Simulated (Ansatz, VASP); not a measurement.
**Two plane-wave programs on CO**

The input INCAR:

```
SYSTEM = CO
ALGO     = Normal         ! electronic algorithm
EDIFF    = 1E-6           ! SCF threshold, eV
EDIFFG   = -0.05          ! ionic threshold
ENCUT    = 600            ! plane-wave cutoff, eV
GGA      = PS             ! functional
IBRION   = 2              ! ionic algorithm
ISIF     = 3              ! what is computed and relaxed
ISMEAR   = 0              ! smearing method
LASPH    = .TRUE.         ! aspherical terms in the spheres
LCHARG   = .FALSE.        ! write CHGCAR
LREAL    = .FALSE.        ! projectors in reciprocal space
LWAVE    = .FALSE.        ! write WAVECAR
NELM     = 100            ! most SCF steps
NSW      = 100            ! ionic steps
PREC     = Accurate       ! precision mode
SIGMA    = 0.1            ! smearing width, eV
```

KPOINTS

```
k-points
0
G
  4 4 4
  0 0 0
```

POSCAR

```
CO
1.0
    5.6300000000      0.0000000000      0.0000000000
    0.0000000000      5.6300000000      0.0000000000
    0.0000000000      0.0000000000      5.6300000000
C O
4 4
Direct
    0.9580000000      0.9580000000      0.9580000000
    0.5420000000      0.0420000000      0.4580000000
    0.4580000000      0.5420000000      0.0420000000
    0.0420000000      0.4580000000      0.5420000000
    0.0670000000      0.0670000000      0.0670000000
    0.4330000000      0.9330000000      0.5670000000
    0.5670000000      0.4330000000      0.9330000000
    0.9330000000      0.5670000000      0.4330000000
```

Input for Ansatz:

```yaml
crystal:
  lattice:
    - [5.63, 0.0, 0.0]
    - [0.0, 5.63, 0.0]
    - [0.0, 0.0, 5.63]
  atoms:
    - { symbol: C, position: [0.958, 0.958, 0.958] }
    - { symbol: C, position: [0.542, 0.042, 0.458] }
    - { symbol: C, position: [0.458, 0.542, 0.042] }
    - { symbol: C, position: [0.042, 0.458, 0.542] }
    - { symbol: O, position: [0.067, 0.067, 0.067] }
    - { symbol: O, position: [0.433, 0.933, 0.567] }
    - { symbol: O, position: [0.567, 0.433, 0.933] }
    - { symbol: O, position: [0.933, 0.567, 0.433] }
basis:
  ecutwfc: 420
kpoints:
  mp_grid: { grid: [4, 4, 4] }
hamiltonian:
  xc: pbesol
scf:
  occupations: { method: gaussian, width: 0.1 }
output:
  forces: true
  stress: true
  eigenvalues: true
relax:
  adjacent_minimum: "off"
  f_tol: 0.05
  max_steps: 80
  cell: { stress_tol: 0.5 }
```

Alike in both runs: task relaxation of cell and atoms; functional PBEsol; k mesh 4 × 4 × 4; occupations gaussian, width 0.1 eV; no spin polarisation.

|  | VASP | Ansatz |
| --- | --- | --- |
| version | VASP 6.6.1 | Ansatz 0.2.0 |
| potentials or method | VASP PAW PBE potentials, release 64 (C, O), cutoff 600 eV | scalar-relativistic, plane waves, PAW |
| valence electrons in the cell | 40 | 40 |

VASP gave:

```
gap on the k mesh at the Fermi level, each at its own relaxed structure (eV) : 5.85
relaxed volume (Å³/atom)                                                     : 22.37
relaxed length of the cell vector where the two differ most in proportion (Å)              : 5.635
```

Q: Which values does Ansatz return?

A: gap on the k mesh at the Fermi level, each at its own relaxed structure (eV): 6.00; relaxed volume (Å³/atom): 23.22; relaxed length of the cell vector where the two differ most in proportion (Å): 5.706.

VASP's potentials were made for PBE, not for PBEsol.

Noted on VASP's run: the standard files for N, O and F lose accuracy on very short bonds.
